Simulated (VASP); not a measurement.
# SrTe (Fm-3m) in VASP: single point with PBE

Aim: the single point of SrTe with PBE.

All numbers are computed with VASP 6.6.1; they aren't measurements. Logs are shortened: lines on timing, memory, paths and dates and some standing lists are left out, and cuts for length are marked.

## 1. The cell of the first run

The structure is cubic, space group Fm-3m (No. 225). Conventional cell: a = 6.571 Å, b = 6.571 Å, c = 6.571 Å, α = 90.00°, β = 90.00°, γ = 90.00°. Within 4.3 Å of Sr (site symmetry m-3m) lie 6 Te at 3.29 Å. Te (site symmetry m-3m) has 6 Sr at 3.29 Å within 4.3 Å.

## 2. Single point, PBE (strain -2.0%)

INCAR reads:

```
SYSTEM = SrTe
  PREC = Accurate
  ENCUT = 500
  EDIFF = 1E-6
  ISMEAR = -1
  SIGMA = 0.02
  LREAL = .False.
  LASPH = .True.
  NELM = 120
  ALGO = Normal
  ISIF = 2
  LWAVE = .False.
  LCHARG = .True.
  GGA = PE
  LELF = .True.
  LVHAR = .True.
  NBANDS = 15
  GGA_COMPAT = .False.
```

KPOINTS reads:

```
regular mesh
0
Gamma
  6 6 6
  0 0 0
```

POSCAR reads:

```
SrTe
1.0
    0.0000000000      3.2857030422      3.2857030422
    3.2857030422      0.0000000000      3.2857030422
    3.2857030422      3.2857030422      0.0000000000
Sr Te
1 1
Direct
    0.0000000000      0.0000000000      0.0000000000
    0.5000000000      0.5000000000      0.5000000000
```

Potentials or basis: VASP PAW PBE potentials, release 64 (Sr_sv, Te).

Run with:

```console
cat potpaw_PBE.64/Sr_sv/POTCAR potpaw_PBE.64/Te/POTCAR > POTCAR
mpirun -np 1 vasp_std > vasp.out
```

OUTCAR:

```text
SYSTEM = SrTe
   PREC = Accurate
   ENCUT = 500
   EDIFF = 1E-6
   ISMEAR = -1
   LREAL = .False.
   LASPH = .True.
   NELM = 120
   ISIF = 2
   GGA = PE

 ion  position               nearest neighbor table
   1  0.000  0.000  0.000-   2 3.29   2 3.29   2 3.29   2 3.29   2 3.29   2 3.29
   2  0.500  0.500  0.500-   1 3.29   1 3.29   1 3.29   1 3.29   1 3.29   1 3.29

  LATTYP: Found a face centered cubic cell.
 ALAT       =     6.5714060844

  Lattice vectors:

 A1 = (   0.0000000000,   3.2857030422,   3.2857030422)
 A2 = (   3.2857030422,   0.0000000000,   3.2857030422)
 A3 = (   3.2857030422,   3.2857030422,   0.0000000000)

Analysis of symmetry for initial positions (statically):
=====================================================================
 Subroutine PRICEL returns:
 Original cell was already a primitive cell.

 Routine SETGRP: Setting up the symmetry group for a
 face centered cubic supercell.

 Subroutine GETGRP returns: Found 48 space group operations
 (whereof 48 operations were pure point group operations)
 out of a pool of 48 trial point group operations.

The static configuration has the point symmetry O_h .

Analysis of symmetry for dynamics (positions and initial velocities):
=====================================================================
 Subroutine PRICEL returns:
 Original cell was already a primitive cell.

 Routine SETGRP: Setting up the symmetry group for a
 face centered cubic supercell.

 Subroutine GETGRP returns: Found 48 space group operations
 (whereof 48 operations were pure point group operations)
 out of a pool of 48 trial point group operations.

The dynamic configuration has the point symmetry O_h .

 Subroutine INISYM returns: Found 48 space group operations
 (whereof 48 operations are pure point group operations),
 and found     1 'primitive' translations

----------------------------------------------------------------------------------------

                                     Primitive cell

  volume of cell :      70.9439

  direct lattice vectors                    reciprocal lattice vectors
     0.000000000  3.285703042  3.285703042    -0.152174434  0.152174434  0.152174434
     3.285703042  0.000000000  3.285703042     0.152174434 -0.152174434  0.152174434
     3.285703042  3.285703042  0.000000000     0.152174434  0.152174434 -0.152174434

  length of vectors
     4.646685804  4.646685804  4.646685804     0.263573851  0.263573851  0.263573851

  position of ions in fractional coordinates (direct lattice)
[... 79 lines left out ...]
   TEBEG  =    0.0;   TEEND  =   0.0 temperature during run
   PSTRESS=    0.0 pullay stress
   NELECT =      16.0000    total number of electrons
   NUPDOWN=      -1.0000    fix difference up-down
   EMIN   =  10.00;   EMAX   =-10.00  energy-range for DOS
   EFERMI =   0.00;   METHOD = LEGACY
   ISMEAR =    -1;   SIGMA  =   0.02  broadening in eV -4-tet -1-fermi 0-gaus
   EFERMI_NEDOS =   21; number of points for ismear=-14 and -15
   IALGO  =     38    algorithm
   IMIX   =      4    mixing-type and parameters
     AMIX     =   0.40;   BMIX     =  1.00
     AMIX_MAG =   1.60;   BMIX_MAG =  1.00
  volume/ion in A,a.u.               =      35.47       239.38
  Fermi-wavevector in a.u.,A,eV,Ry     =   0.996498  1.883109 13.510703  0.993009
  Thomas-Fermi vector in A             =   2.128591
   LORBIT       =      0    0 simple, 1 ext, 2 COOP (PROOUT), +10 PAW based schemes
   GGA     = PE    functional components
   LHFCALC =     F    Hartree Fock is set to
   AEXX    =    0.0000 exact exchange contribution
   IVDW    =     0    specifies the selected vdW correction
   LEPSILON=     F    determine dielectric tensor
   LRPA    =     F    only Hartree local field effects (RPA)
 non-spin polarized calculation
  energy-cutoff  :      500.00
  volume of cell :       70.94
 maximum number of plane-waves:      1820
 NGX is ok and might be reduce to    36
   NGX = 17   NGY = 17   NGZ = 17

 number of electron      16.0000000 magnetization

 Free energy of the ion-electron system (eV)
  ---------------------------------------------------
  ext. energy  EPLUGINS =         0.00000000
  ---------------------------------------------------
  free energy    TOTEN  =        -8.22890067 eV

  energy without entropy =       -8.22890067  energy(sigma->0) =       -8.22890067

 E-fermi :   3.6908     XC(G=0):  -8.6821

 val. band max:        3.1526476633   @ k =   0.0000   0.0000   0.0000
 cond. band min:       4.7354626060   @ k =   0.5000   0.5000   0.0000
 fundamental gap:      1.5828149427
 Fermi energy:         3.6908405257

 k-point     1 :       0.0000    0.0000    0.0000
  band No.  band energies     occupation
      1     -31.4300      2.00000
      2     -13.4350      2.00000
      3     -13.4350      2.00000
      4     -13.4350      2.00000
      5      -6.9576      2.00000
      6       3.1526      2.00000
      7       3.1526      2.00000
      8       3.1526      2.00000
      9       6.1885      0.00000
     10       6.3791      0.00000
     11       6.3791      0.00000
     12       6.3791      0.00000
     13       7.0708      0.00000
     14       7.0708      0.00000
[... 257 lines left out ...]
      2     -13.5224      2.00000
      3     -13.4917      2.00000
      4     -13.4845      2.00000
      5      -6.3790      2.00000
      6       1.2653      2.00000
      7       1.7253      2.00000
      8       1.8252      2.00000
      9       5.9710      0.00000
     10       7.6598      0.00000
     11       8.2259      0.00000
     12       8.9800      0.00000
     13       9.4285      0.00000
     14       9.7950      0.00000
     15      11.8578      0.00000

------------------------ aborting loop because EDIFF is reached ----------------------------------------

  FORCE on cell =-STRESS in cart. coord.  units (eV):
  Direction    XX          YY          ZZ          XY          YZ          ZX
  --------------------------------------------------------------------------------------
  -------------------------------------------------------------------------------------
  Total        1.1475009      1.1475009      1.1475009      0.0000000      0.0000000     -0.0000000
  in kB       25.9148494     25.9148494     25.9148494      0.0000000      0.0000000     -0.0000000
  external PRESSURE =      25.9148494 kB  Pullay stress =       0.0000000 kB

 VOLUME and BASIS-vectors are now :
 -----------------------------------------------------------------------------
  energy-cutoff  :      500.00
  volume of cell :       70.94
      direct lattice vectors                 reciprocal lattice vectors
     0.000000000  3.285703042  3.285703042    -0.152174434  0.152174434  0.152174434
     3.285703042  0.000000000  3.285703042     0.152174434 -0.152174434  0.152174434
     3.285703042  3.285703042  0.000000000     0.152174434  0.152174434 -0.152174434

 POSITION                                       TOTAL-FORCE (eV/Angst)
 -----------------------------------------------------------------------------------
      0.00000      0.00000      0.00000        -0.000000      0.000000     -0.000000
      3.28570      3.28570      3.28570         0.000000     -0.000000      0.000000
 -----------------------------------------------------------------------------------
    total drift:                                0.000000      0.000000      0.000000

  FREE ENERGIE OF THE ION-ELECTRON SYSTEM (eV)
  ---------------------------------------------------
  free  energy   TOTEN  =        -8.2289006749 eV

  energy  without entropy=       -8.2289006749  energy(sigma->0) =       -8.22890067
```

OSZICAR:

```text
N       E                     dE             d eps       ncg     rms          rms(c)
DAV:   1     0.673640769213E+02    0.67364E+02   -0.67764E+03   480   0.905E+02
DAV:   2    -0.445641364368E+01   -0.71820E+02   -0.66700E+02   634   0.178E+02
DAV:   3    -0.818420124916E+01   -0.37278E+01   -0.37073E+01   714   0.355E+01
DAV:   4    -0.830903268342E+01   -0.12483E+00   -0.12478E+00   627   0.602E+00
DAV:   5    -0.831136051633E+01   -0.23278E-02   -0.23277E-02   698   0.738E-01    0.164E+01
DAV:   6    -0.822472475683E+01    0.86636E-01   -0.11466E-01   564   0.201E+00    0.974E+00
DAV:   7    -0.822872030938E+01   -0.39956E-02   -0.15025E-01   613   0.251E+00    0.974E-01
DAV:   8    -0.822853617920E+01    0.18413E-03   -0.18534E-02   508   0.657E-01    0.383E-01
DAV:   9    -0.822869959393E+01   -0.16341E-03   -0.78230E-04   606   0.194E-01    0.169E-01
DAV:  10    -0.822888453202E+01   -0.18494E-03   -0.13468E-04   543   0.701E-02    0.473E-02
DAV:  11    -0.822889881934E+01   -0.14287E-04   -0.11391E-05   628   0.188E-02    0.303E-02
DAV:  12    -0.822890039817E+01   -0.15788E-05   -0.64775E-06   543   0.128E-02    0.161E-02
DAV:  13    -0.822890067486E+01   -0.27668E-06   -0.16529E-07   380   0.248E-03
   1 F= -.82289007E+01 E0= -.82289007E+01  d E =-.318983E-13
```

Wall time 38 s (1 thread of AMD EPYC 7R13, shared host); peak memory 0.18 GiB.

What came out:

```yaml
Free_energy: -8.2289 eV
Pressure: 2.6 GPa
Band_gap_on_the_k_mesh: 1.58 eV, indirect (least direct gap 2.35 eV)
```

Caveat: the cell differs from its parent crystal (strain -2.0%); spin-orbit coupling is left out, which moves the levels of the heavy elements.
